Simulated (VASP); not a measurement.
# Cs (Pm-3m) in VASP: further runs

The runs below take Cs through single point, with LDA.

Program: VASP 6.6.1. These are calculated values, not measurements. Logs are shortened: lines on timing, memory, paths and dates and some standing lists are left out, and cuts for length are marked.

## 1. The cell of the first run

It takes space group Pm-3m (No. 221, cubic). The conventional cell has a = 3.728 Å, b = 3.728 Å, c = 3.728 Å, α = 90.00°, β = 90.00°, γ = 90.00°. Within 4.9 Å of Cs (site symmetry m-3m) lie 6 Cs at 3.73 Å.

## 2. Single point, LDA (volume scaled by 0.5)

Input file INCAR:

```
SYSTEM = Cs
ALGO = Normal
EDIFF = 1E-7
ENCUT = 520
GGA = CA
ISIF = 2
ISMEAR = -1
LASPH = .TRUE.
LCHARG = .FALSE.
LREAL = .FALSE.
LWAVE = .FALSE.
NBANDS = 10
NELM = 80
PREC = Accurate
SIGMA = 0.1
```

Input file KPOINTS:

```
k-points
0
G
  8 8 8
  0 0 0
```

Input file POSCAR:

```
Cs
1.0
    3.7281351621      0.0000000000      0.0000000000
    0.0000000000      3.7281351621      0.0000000000
    0.0000000000      0.0000000000      3.7281351621
Cs
1
Direct
    0.0000000000      0.0000000000      0.0000000000
```

Potentials or basis: VASP PAW LDA potentials, release 64 (Cs_sv).

Started as:

```console
$ cat potpaw_LDA.64/Cs_sv/POTCAR > POTCAR
$ mpirun -np 1 vasp_std > vasp.out
```

OUTCAR:

```text
SYSTEM = Cs
   EDIFF = 1E-7
   ENCUT = 520
   GGA = CA
   ISIF = 2
   ISMEAR = -1
   LASPH = .TRUE.
   LREAL = .FALSE.
   NELM = 80
   PREC = Accurate

 ion  position               nearest neighbor table
   1  0.000  0.000  0.000-

  LATTYP: Found a simple cubic cell.
 ALAT       =     3.7281351621

  Lattice vectors:

 A1 = (   3.7281351621,   0.0000000000,   0.0000000000)
 A2 = (   0.0000000000,   3.7281351621,   0.0000000000)
 A3 = (   0.0000000000,   0.0000000000,   3.7281351621)

Analysis of symmetry for initial positions (statically):
=====================================================================
 Subroutine PRICEL returns:
 Original cell was already a primitive cell.

 Routine SETGRP: Setting up the symmetry group for a
 simple cubic supercell.

 Subroutine GETGRP returns: Found 48 space group operations
 (whereof 48 operations were pure point group operations)
 out of a pool of 48 trial point group operations.

The static configuration has the point symmetry O_h .

Analysis of symmetry for dynamics (positions and initial velocities):
=====================================================================
 Subroutine PRICEL returns:
 Original cell was already a primitive cell.

 Routine SETGRP: Setting up the symmetry group for a
 simple cubic supercell.

 Subroutine GETGRP returns: Found 48 space group operations
 (whereof 48 operations were pure point group operations)
 out of a pool of 48 trial point group operations.

The dynamic configuration has the point symmetry O_h .

 Subroutine INISYM returns: Found 48 space group operations
 (whereof 48 operations are pure point group operations),
 and found     1 'primitive' translations

----------------------------------------------------------------------------------------

                                     Primitive cell

  volume of cell :      51.8173

  direct lattice vectors                    reciprocal lattice vectors
     3.728135162  0.000000000  0.000000000     0.268230618  0.000000000  0.000000000
     0.000000000  3.728135162  0.000000000     0.000000000  0.268230618  0.000000000
     0.000000000  0.000000000  3.728135162     0.000000000  0.000000000  0.268230618

  length of vectors
     3.728135162  3.728135162  3.728135162     0.268230618  0.268230618  0.268230618

  position of ions in fractional coordinates (direct lattice)
     0.000000000  0.000000000  0.000000000

  ion indices of the primitive-cell ions
   primitive index   ion index
                 1           1

----------------------------------------------------------------------------------------

 KPOINTS: k-points

Automatic generation of k-mesh.
 Grid dimensions read from file:
 generate k-points for:    8    8    8

 Generating k-lattice:

  Cartesian coordinates                     Fractional coordinates (reciprocal lattice)
     0.033528827  0.000000000  0.000000000     0.125000000  0.000000000  0.000000000
     0.000000000  0.033528827  0.000000000     0.000000000  0.125000000  0.000000000
     0.000000000  0.000000000  0.033528827     0.000000000  0.000000000  0.125000000

  Length of vectors
     0.033528827  0.033528827  0.033528827

  Shift w.r.t. Gamma in fractional coordinates (k-lattice)
     0.000000000  0.000000000  0.000000000

 Subroutine IBZKPT returns following result:
 ===========================================

 Found     35 irreducible k-points:

 Following reciprocal coordinates:
            Coordinates               Weight
  0.000000  0.000000  0.000000      1.000000
  0.125000  0.000000  0.000000      6.000000
  0.250000  0.000000  0.000000      6.000000
  0.375000  0.000000  0.000000      6.000000
  0.500000  0.000000  0.000000      3.000000
  0.125000  0.125000  0.000000     12.000000
[... 16 lines left out ...]
  0.375000  0.375000  0.125000     24.000000
  0.500000  0.375000  0.125000     24.000000
 [... further k-points ...]
   k-points           NKPTS =     35   k-points in BZ     NKDIM =     35   number of bands    NBANDS=     10
   number of dos      NEDOS =    301   number of ions     NIONS =      1
   total plane-waves  NPLWV =  21952
   dimension x,y,z NGX =    28 NGY =   28 NGZ =   28
   dimension x,y,z NGXF=    56 NGYF=   56 NGZF=   56
   ions per type =               1
   NGX,Y,Z   is equivalent  to a cutoff of  12.49, 12.49, 12.49 a.u.
   NGXF,Y,Z  is equivalent  to a cutoff of  24.97, 24.97, 24.97 a.u.
 SYSTEM =  Cs
   PREC   = accura    normal or accurate (medium, high low for compatibility)
   ISTART =      0    job   : 0-new  1-cont  2-samecut
   ICHARG =      2    charge: 1-file 2-atom 10-const
   ISPIN  =      1    spin polarized calculation?
   LNONCOLLINEAR =      F non collinear calculations
   LSORBIT =      F    spin-orbit coupling
   LASPH  =      T    aspherical Exc in radial PAW
   ENCUT  =  520.0 eV  38.22 Ry    6.18 a.u.   6.93  6.93  6.93*2*pi/ulx,y,z
   NELM   =     80;   NELMIN=  2; NELMDL= -5     # of ELM steps
   EDIFF  = 0.1E-06   stopping-criterion for ELM
   LREAL  =      F    real-space projection
   EDIFFG = 0.1E-05   stopping-criterion for IOM
   NSW    =      0    number of steps for IOM
   IBRION =     -1    ionic relax: 0-MD 1-quasi-New 2-CG
   NFREE  =      0    steps in history (QN), initial steepest desc. (CG)
   ISIF   =      2    stress and relaxation
   ISYM   =      2    0-nonsym 1-usesym 2-fastsym
   POTIM  = 0.5000    time-step for ionic-motion
   TEBEG  =    0.0;   TEEND  =   0.0 temperature during run
   PSTRESS=    0.0 pullay stress
   NELECT =       9.0000    total number of electrons
   NUPDOWN=      -1.0000    fix difference up-down
   EMIN   =  10.00;   EMAX   =-10.00  energy-range for DOS
   EFERMI =   0.00;   METHOD = LEGACY
   ISMEAR =    -1;   SIGMA  =   0.10  broadening in eV -4-tet -1-fermi 0-gaus
   EFERMI_NEDOS =   21; number of points for ismear=-14 and -15
   IALGO  =     38    algorithm
   IMIX   =      4    mixing-type and parameters
     AMIX     =   0.40;   BMIX     =  1.00
     AMIX_MAG =   1.60;   BMIX_MAG =  1.00
  volume/ion in A,a.u.               =      51.82       349.68
  Fermi-wavevector in a.u.,A,eV,Ry     =   0.913406  1.726088 11.351492  0.834311
  Thomas-Fermi vector in A             =   2.037914
   LORBIT       =      0    0 simple, 1 ext, 2 COOP (PROOUT), +10 PAW based schemes
   GGA     = CA    functional components
   LHFCALC =     F    Hartree Fock is set to
   AEXX    =    0.0000 exact exchange contribution
   IVDW    =     0    specifies the selected vdW correction
   LEPSILON=     F    determine dielectric tensor
   LRPA    =     F    only Hartree local field effects (RPA)
 non-spin polarized calculation
  energy-cutoff  :      520.00
  volume of cell :       51.82
 maximum number of plane-waves:      1410
 NGX is ok and might be reduce to    28
   NGX = 13   NGY = 13   NGZ = 13

 number of electron       9.0000000 magnetization

 Free energy of the ion-electron system (eV)
  ---------------------------------------------------
  ext. energy  EPLUGINS =         0.00000000
  ---------------------------------------------------
  free energy    TOTEN  =        -0.67279541 eV

  energy without entropy =       -0.61911484  energy(sigma->0) =       -0.64595512

 E-fermi :   3.0905     XC(G=0):  -8.0099

 val. band max:        3.0497013164   @ k =   0.3750   0.3750   0.2500
 cond. band min:       3.0928525889   @ k =   0.5000   0.5000   0.3750
 fundamental gap:      0.0431512725
 Fermi energy:         3.0905296034

 k-point     1 :       0.0000    0.0000    0.0000
  band No.  band energies     occupation
      1     -20.9636      2.00000
      2      -6.8828      2.00000
      3      -6.8828      2.00000
      4      -6.8828      2.00000
      5       1.1253      2.00000
      6       3.8576      0.00093
      7       3.8576      0.00093
      8      10.5972      0.00000
      9      10.5972      0.00000
     10      10.5972      0.00000

 k-point     2 :       0.1250    0.0000    0.0000
  band No.  band energies     occupation
      1     -20.9351      2.00000
      2      -7.2029      2.00000
      3      -6.8555      2.00000
      4      -6.8555      2.00000
      5       1.4493      2.00000
      6       3.9587      0.00034
      7       4.2841      0.00001
      8       9.5361      0.00000
      9       9.5361      0.00000
     10      10.6596      0.00000

 k-point     3 :       0.2500    0.0000    0.0000
  band No.  band energies     occupation
      1     -20.8647      2.00000
      2      -7.8752      2.00000
      3      -6.7884      2.00000
      4      -6.7884      2.00000
      5       2.1436      1.99985
      6       4.2302      0.00002
      7       5.2303      0.00000
      8       8.2378      0.00000
      9       8.2378      0.00000
     10      10.0905      0.00000

 k-point     4 :       0.3750    0.0000    0.0000
  band No.  band energies     occupation
      1     -20.7922      2.00000
      2      -8.4519      2.00000
      3      -6.7193      2.00000
      4      -6.7193      2.00000
      5       2.9221      1.68691
      6       4.5558      0.00000
      7       5.4137      0.00000
      8       7.3685      0.00000
      9       7.3685      0.00000
     10      10.8266      0.00000
[... 222 lines left out ...]
 k-point    22 :       0.5000    0.2500    0.1250
  band No.  band energies     occupation
      1     -20.6398      2.00000
      2      -8.4746      2.00000
      3      -7.5672      2.00000
      4      -6.8809      2.00000
      5       3.2860      0.24810
      6       4.9105      0.00000
      7       5.7515      0.00000
      8       6.5280      0.00000
      9       8.3265      0.00000
     10       9.3225      0.00000

 k-point    23 :       0.3750    0.3750    0.1250
  band No.  band energies     occupation
      1     -20.6001      2.00000
      2      -8.1708      2.00000
      3      -8.1332      2.00000
      4      -6.8406      2.00000
      5       2.7458      1.93829
      6       5.1170      0.00000
      7       6.3466      0.00000
      8       6.5271      0.00000
      9       9.0821      0.00000
     10       9.1035      0.00000

 k-point    24 :       0.5000    0.3750    0.1250
  band No.  band energies     occupation
      1     -20.5707      2.00000
      2      -8.3600      2.00000
      3      -8.1045      2.00000
      4      -6.8099      2.00000
      5       2.4828      1.99542
      6       5.4227      0.00000
      7       5.9972      0.00000
      8       6.6028      0.00000
      9       9.2290      0.00000
     10       9.8128      0.00000

 [... further k-points ...]

------------------------ aborting loop because EDIFF is reached ----------------------------------------

  FORCE on cell =-STRESS in cart. coord.  units (eV):
  Direction    XX          YY          ZZ          XY          YZ          ZX
  --------------------------------------------------------------------------------------
  -------------------------------------------------------------------------------------
  Total        0.5894037      0.5894037      0.5894037     -0.0000000     -0.0000000      0.0000000
  in kB       18.2242024     18.2242024     18.2242024     -0.0000000     -0.0000000      0.0000000
  external PRESSURE =      18.2242024 kB  Pullay stress =       0.0000000 kB

 VOLUME and BASIS-vectors are now :
 -----------------------------------------------------------------------------
  energy-cutoff  :      520.00
  volume of cell :       51.82
      direct lattice vectors                 reciprocal lattice vectors
     3.728135162  0.000000000  0.000000000     0.268230618  0.000000000  0.000000000
     0.000000000  3.728135162  0.000000000     0.000000000  0.268230618  0.000000000
     0.000000000  0.000000000  3.728135162     0.000000000  0.000000000  0.268230618

 POSITION                                       TOTAL-FORCE (eV/Angst)
 -----------------------------------------------------------------------------------
      0.00000      0.00000      0.00000         0.000000      0.000000      0.000000
 -----------------------------------------------------------------------------------
    total drift:                               -0.000000      0.000000      0.000000

  FREE ENERGIE OF THE ION-ELECTRON SYSTEM (eV)
  ---------------------------------------------------
  free  energy   TOTEN  =        -0.6727954125 eV

  energy  without entropy=       -0.6191148371  energy(sigma->0) =       -0.64595512
```

It took 7.6 s on 1 thread of Intel Xeon 6975P-C, shared host; peak memory 0.14 GiB.

Results:

```
Free energy : -0.6728 eV
Pressure    : 1.8 GPa
```

Levels at points of the mesh, in eV from the Fermi level:
```csv
k point,band 2,band 3,band 4,band 5,band 6,band 7,band 8,band 9
"(0.00, 0.00, 0.00)",-9.97,-9.97,-9.97,-1.97,0.77,0.77,7.51,7.51
"(0.50, 0.00, 0.00)",-11.76,-9.78,-9.78,0.32,1.62,1.96,3.97,3.97
"(0.50, 0.50, 0.00)",-11.44,-11.44,-9.60,-1.05,2.00,4.80,4.80,5.05
"(0.50, 0.50, 0.50)",-11.16,-11.16,-11.16,0.31,0.31,0.31,3.72,9.83
```

Caveat: spin-orbit coupling is left out, which moves the levels of the heavy elements.

## 3. Single point, LDA (volume scaled by 0.5)

Input file INCAR:

```
PREC     = Accurate       # precision mode
ENCUT    = 520            # plane-wave cutoff, eV
EDIFF    = 1E-6           # SCF threshold, eV
ISMEAR   = -1             # smearing method
SIGMA    = 0.1            # smearing width, eV
LREAL    = False          # projectors in reciprocal space
LASPH    = True           # aspherical terms in the spheres
NELM     = 80             # most SCF steps
ALGO     = Normal         # electronic algorithm
ISIF     = 2              # what is computed and relaxed
LWAVE    = False          # write WAVECAR
LCHARG   = True           # write CHGCAR
LELF     = True           # ELF
LVHAR    = True         
NBANDS   = 10             # bands
```

Input file KPOINTS:

```
regular mesh
0
Gamma
  8 8 8
```

POSCAR is that of step 2.

Potentials or basis: VASP PAW LDA potentials, release 64 (Cs_sv).

Started as:

```console
$ cat potpaw_LDA.64/Cs_sv/POTCAR > POTCAR
$ mpirun -np 1 vasp_std > vasp.out
```

Wall time 8.7 s (1 thread of Intel Xeon 6975P-C, shared host); peak memory 0.14 GiB.

Results (log left out):

```
Free energy : -0.6728 eV
Pressure    : 1.8 GPa
```

Levels at points of the mesh, in eV from the Fermi level:
```tsv
k point	band 2	band 3	band 4	band 5	band 6	band 7	band 8	band 9
(0.00, 0.00, 0.00)	-9.97	-9.97	-9.97	-1.97	0.77	0.77	7.51	7.51
(0.50, 0.00, 0.00)	-11.76	-9.78	-9.78	0.32	1.62	1.96	3.97	3.97
(0.50, 0.50, 0.00)	-11.44	-11.44	-9.60	-1.05	2.00	4.80	4.80	5.05
(0.50, 0.50, 0.50)	-11.16	-11.16	-11.16	0.31	0.31	0.31	3.72	9.83
```

Caveat: spin-orbit coupling is left out, which moves the levels of the heavy elements.
